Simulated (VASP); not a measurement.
# GaSb: single point with PBEsol

The system is GaSb.

```xyz
2
Lattice="0.0000 3.0375 3.0375 3.0375 0.0000 3.0375 3.0375 3.0375 0.0000" Properties=species:S:1:pos:R:3 pbc="T T T"
Ga    0.0000    0.0000    0.0000
Sb    4.5562    4.5562    4.5562
```

```json
{
 "Program": "VASP 6.6.1",
 "Task": "single point",
 "Functional": "PBEsol",
 "Potentials or basis": "VASP PAW PBE potentials, release 64 (Ga_d, Sb)",
 "Cutoff": "500 eV",
 "k mesh": "15 × 15 × 15",
 "Occupations": "fermi-dirac, width 0.15 eV",
 "Spin": "no spin polarisation"
}
```

```
Pressure : 1.1 GPa
```

Levels at points of the mesh, in eV from the Fermi level:
```csv
k point,band 5,band 6,band 7,band 8,band 9,band 10,band 11,band 12,band 13,band 14
"(0.00, 0.00, 0.00)",-15.20,-11.87,-0.22,-0.22,-0.22,-0.08,2.53,2.53,2.53,5.43
```

It took 58 s on 1 thread of Intel(R) Xeon(R) Platinum 8259CL CPU @ 2.50GHz (Skylake/Cascade Lake) (shared host), peak memory 0.25 GiB.

Caveat: the PAW data sets were made with another functional, which shifts forces and pressure a little; spin-orbit coupling is left out, which moves the levels of the heavy elements.
